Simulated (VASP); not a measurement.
Set up this calculation in VASP 6.6.1, as the native input.

- Task: single point
- Functional: r2SCAN
- Potentials or basis: VASP PAW PBE potentials, release 64 (W_sv)
- Cutoff: 550 eV
- k mesh: 19 × 19 × 19
- Occupations: fermi-dirac, width 0.08 eV
- Spin: no spin polarisation
- Dipole correction: no
- Further INCAR settings: ALGO = Normal; EDIFF = 1e-06; NBANDS = 13

W:

```
W
1.0
    -1.41999    1.41999    1.41999
     1.41999   -1.41999    1.41999
     1.41999    1.41999   -1.41999
W
1
Direct
  0.00000 0.00000 0.00000
```

This cell differs from its parent crystal: volume scaled by 0.72.

The input as run:

POSCAR

```
W
1.0
   -1.4199873483      1.4199873483      1.4199873483
    1.4199873483     -1.4199873483      1.4199873483
    1.4199873483      1.4199873483     -1.4199873483
W
1
Direct
    0.0000000000      0.0000000000      0.0000000000
```

INCAR.step1

```
  PREC = Accurate
  ENCUT = 550
  ISMEAR = -1
  SIGMA = 0.08
  LREAL = F
  LASPH = T
  NELM = 120
  NBANDS = 13
  GGA = PE
  ALGO = Normal
  EDIFF = 1E-5
  LWAVE = T
  LCHARG = F
  GGA_COMPAT = F
```

INCAR.step2

```
  PREC = Accurate
  ENCUT = 550
  EDIFF = 1E-6
  ISMEAR = -1
  SIGMA = 0.08
  LREAL = F
  LASPH = T
  NELM = 120
  ALGO = Normal
  ISIF = 2
  LWAVE = F
  LCHARG = F
  METAGGA = R2SCAN
  LMIXTAU = T
  NBANDS = 13
  ISTART = 1
  GGA_COMPAT = F
```

KPOINTS

```
Automatic mesh
0
Gamma
  19 19 19
```

Potentials or basis: VASP PAW PBE potentials, release 64 (W_sv).

Run with:

```sh
$ cat potpaw_PBE.64/W_sv/POTCAR > POTCAR
$ cp INCAR.step1 INCAR
$ mpirun -np 1 vasp_std > vasp.out
$ cp INCAR.step2 INCAR
$ mpirun -np 1 vasp_std > vasp.out
```

Results of the run:

```yaml
Pressure: 208.6 GPa
Band_gap_on_the_k_mesh: zero (band 7 reaches 24.19 eV, above the bottom of band 8 at 14.57 eV)
```

Caveat: the PAW data sets were made with another functional, which shifts forces and pressure a little; spin-orbit coupling is left out, which moves the levels of the heavy elements.

Run time: 2 min on 1 thread of AMD EPYC 9R45 (Zen 5), with other jobs on the host, peak memory 0.12 GiB.
